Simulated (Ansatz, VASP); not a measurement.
## SrTe in VASP and in Ansatz

```
CELL_PARAMETERS angstrom
0.00000 3.33599 3.33599
3.33599 0.00000 3.33599
3.33599 3.33599 0.00000
ATOMIC_POSITIONS crystal
Sr 0.00000 0.00000 0.00000
Te 0.50000 0.50000 0.50000
```

Change from the starting cell: hydrostatic strain -0.5%.

Alike in both runs: task single point; functional HSE06; k mesh 4 × 4 × 4; no spin polarisation.

|  | VASP | Ansatz |
| --- | --- | --- |
| version | VASP 6.6.1 | Ansatz 0.2.0 |
| potentials or method | VASP PAW PBE potentials, release 64 (Sr_sv, Te) | plane waves, PAW |
| plane-wave cutoff (eV) | 400 | 420 |
| occupations | gaussian, width 0.01 eV | fixed |
| valence electrons in the cell | 16 | 26 |

|  | VASP | Ansatz | Ansatz less VASP |
| --- | --- | --- | --- |
| gap on the k mesh at the Fermi level (eV) | 2.45 | 2.45 | 0.000 |
| pressure (GPa) | 0.4 | 0.4 | +0.05 |

VASP's potentials hold 16 valence electrons a cell and Ansatz's 26, so a difference there can come from the potentials and not from the codes. Ansatz's warnings: stress exchange threshold loose, stress scf threshold loose.

Neither program's run includes spin-orbit coupling.
